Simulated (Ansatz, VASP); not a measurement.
One calculation of Ir, two programs

Contents of INCAR:

```
PREC = Accurate
ENCUT = 520
EDIFF = 1E-6
ISMEAR = -1
SIGMA = 0.1
LREAL = False
LASPH = True
NELM = 80
ALGO = Normal
ISIF = 2
LWAVE = False
LCHARG = True
LDIPOL = True
IDIPOL = 3
DIPOL = 0.5 0.5 0.500
GGA = PS
LELF = True
LVHAR = True
LVACPOTAV = True
NBANDS = 30
```

File KPOINTS:

```
regular mesh
0
Gamma
  15 11 1
```

POSCAR

```
Ir
1.0
    2.7093778140      0.0000000000      0.0000000000
    0.0000000000      3.8316388502      0.0000000000
    0.0000000000      0.0000000000     27.1502000000
Ir
5
Direct
    0.0000000000      0.0000000000      0.4051530916
    0.5000000000      0.5000000000      0.4475786870
    0.0000000000      0.0000000000      0.4999999992
    0.5000000000      0.5000000000      0.5524213158
    0.0000000000      0.0000000000      0.5948469084
```

Input for Ansatz:

```yaml
crystal:
  lattice:
    - [2.709377814, 0.0, 0.0]
    - [0.0, 3.8316388502, 0.0]
    - [0.0, 0.0, 27.1502]
  atoms:
    - { symbol: Ir, position: [0.0, 0.0, 0.4051530916] }
    - { symbol: Ir, position: [0.5, 0.5, 0.447578687] }
    - { symbol: Ir, position: [0.0, 0.0, 0.4999999992] }
    - { symbol: Ir, position: [0.5, 0.5, 0.5524213158] }
    - { symbol: Ir, position: [0.0, 0.0, 0.5948469084] }
kpoints:
  mp_grid: { grid: [15, 11, 1] }
scf:
  occupations: { method: fermi_dirac, width: 0.1 }
hamiltonian:
  xc: pbesol
  pseudopotentials: { kind: all_electron, lapw: { basis_error: 0.001 } }
output:
  forces: true
  stress: true
  eigenvalues: true
efield:
  axis: 3
  amplitude: 0
  dipole_correction: true
```

Alike in both runs: task single point; functional PBEsol; k mesh 15 × 11 × 1; occupations fermi-dirac, width 0.1 eV; no spin polarisation.

|  | VASP | Ansatz |
| --- | --- | --- |
| version | VASP 6.6.1 | Ansatz 0.2.0 |
| potentials or method | VASP PAW PBE potentials, release 64 (Ir), cutoff 520 eV | all-electron LAPW, scalar-relativistic |

```csv
,VASP,Ansatz,Ansatz less VASP
rms of the force components (eV/Å),0.028,0.004,-0.0238
```

VASP's potentials were made for PBE, not for PBEsol. Atom by atom the forces differ by 0.028 eV/Å (rms over components). Ansatz ran all-electron here, and VASP with PAW potentials.

Spin-orbit coupling is off throughout.
